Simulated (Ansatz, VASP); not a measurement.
## Two plane-wave programs on RbCl

POSCAR

```
RbCl
1.0
    0.0000000000      3.3057264139      3.3057264139
    3.3057264139      0.0000000000      3.3057264139
    3.3057264139      3.3057264139      0.0000000000
Rb Cl
1 1
Direct
    0.0000000000      0.0000000000      0.0000000000
    0.5000000000      0.5000000000      0.5000000000
```

File INCAR.step1:

```
SYSTEM = RbCl
PREC = Accurate ; ENCUT = 400
EDIFF = 1E-5 ; ISMEAR = 0
SIGMA = 0.01 ; LREAL = .False.
LASPH = .True. ; NELM = 120
ALGO = Normal ; ISIF = 2
LWAVE = .True. ; LCHARG = .False.
GGA = PE ; NBANDS = 15
GGA_COMPAT = .False.
```

INCAR.step2

```
SYSTEM = RbCl
PREC = Accurate ; ENCUT = 400
EDIFF = 1E-6 ; ISMEAR = 0
SIGMA = 0.01 ; LREAL = .False.
LASPH = .True. ; NELM = 120
ALGO = Normal ; ISIF = 2
LWAVE = .False. ; LCHARG = .False.
GGA = PE ; LHFCALC = .True.
HFSCREEN = 0.2079 ; PRECFOCK = Normal
ISTART = 1 ; NBANDS = 15
GGA_COMPAT = .False.
```

Contents of KPOINTS:

```
regular mesh
0
Gamma
  4 4 4
  0 0 0
```

Input for Ansatz:

```yaml
crystal:
  lattice:
    - [0.0, 3.3057264139, 3.3057264139]
    - [3.3057264139, 0.0, 3.3057264139]
    - [3.3057264139, 3.3057264139, 0.0]
  atoms:
    - { symbol: Rb, position: [0.0, 0.0, 0.0] }
    - { symbol: Cl, position: [0.5, 0.5, 0.5] }
kpoints:
  mp_grid: { grid: [4, 4, 4] }
hamiltonian:
  xc: hse06
scf:
  occupations: { method: fixed }
  n_extra_bands: 4
output:
  forces: true
  stress: true
  eigenvalues: true
```

Alike in both runs: task single point; functional HSE06; k mesh 4 × 4 × 4; no spin polarisation.

|  | VASP | Ansatz |
| --- | --- | --- |
| version | VASP 6.6.1 | Ansatz 0.2.0 |
| potentials or method | VASP PAW PBE potentials, release 64 (Rb_sv, Cl) | plane waves, PAW |
| plane-wave cutoff (eV) | 400 | 420 |
| occupations | gaussian, width 0.01 eV | fixed |
| valence electrons in the cell | 16 | 16 |

```csv
,VASP,Ansatz,Ansatz less VASP
gap on the k mesh at the Fermi level (eV),6.25,6.25,+0.002
pressure (GPa),0.3,0.3,0.00
```

Ansatz's warnings: stress exchange threshold loose, stress scf threshold loose.
